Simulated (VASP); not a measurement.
A run of VASP 6.6.1 is set up as follows.

File INCAR:

```
ALGO = Normal
EDIFF = 1E-7
ENCUT = 520
ISIF = 2
ISMEAR = -1
ISPIN = 2
LASPH = T
LCHARG = F
LMAXMIX = 4
LORBIT = 11
LREAL = F
LWAVE = F
MAGMOM = 3 3 3 -3
NBANDS = 36
NELM = 150
PREC = Accurate
SIGMA = 0.03
```

Contents of KPOINTS:

```
k-points
0
Gamma
  11 11 3
```

File POSCAR:

```
Cr
1.0
    2.7140000000      0.0000000000      0.0000000000
    1.3570000000      2.3503929459      0.0000000000
    0.0000000000      0.0000000000      8.8200000000
Cr
4
Direct
    0.6666666666      0.6666666667      0.1250000000
    0.6666666666      0.6666666667      0.6250000000
    0.3333333334      0.3333333333      0.3750000000
    0.3333333334      0.3333333333      0.8750000000
```

Potentials or basis: VASP PAW LDA potentials, release 64 (Cr_pv).

Command:

```console
$ cat potpaw_LDA.64/Cr_pv/POTCAR > POTCAR
$ mpirun -np 1 vasp_std > vasp.out
```

Estimate the pressure.

-39.0 GPa.

Estimate the net moment.

1.12 μB per cell.

Stress tensor (GPa, compression positive):
```
-41.73   0.00   0.00
  0.00 -41.73   0.00
  0.00   0.00 -33.43
```

Caveat: the cell stands under tension.
